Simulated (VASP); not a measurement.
**CaSe: vibrations by perturbation theory with PBEsol**

Crystal: CaSe.

```
Ca Se
1.0
     0.00000    2.91476    2.91476
     2.91476    0.00000    2.91476
     2.91476    2.91476    0.00000
Ca Se
1 1
Cartesian
  0.0000 0.0000 0.0000
  2.9148 2.9148 2.9148
```

```
Program                : VASP 6.6.1
Task                   : vibrations by perturbation theory
Functional             : PBEsol
Potentials or basis    : VASP PAW PBE potentials, release 64 (Ca_sv, Se)
Cutoff                 : 500 eV
k mesh                 : 6 × 6 × 6
Occupations            : methfessel-paxton, width 0.15 eV
Spin                   : no spin polarisation
Dipole correction      : no
Further INCAR settings : ALGO = Normal; EDIFF = 1e-08; NBANDS = 15; IBRION = 8; NSW = 1
```

* Highest phonon frequency at Γ, LO-TO splitting left out: 191 cm⁻¹

Phonon frequencies in cm⁻¹ (negative: imaginary):
| q point | frequencies |
| --- | --- |
| (0.000, 0.000, 0.000) | 0 0 0 191 191 191 |

Wall time 2.9 min on 1 thread of Intel Xeon 8259CL (shared host), peak memory 0.22 GiB.

Caveat: the cell stands under pressure or tension, which shifts response properties.
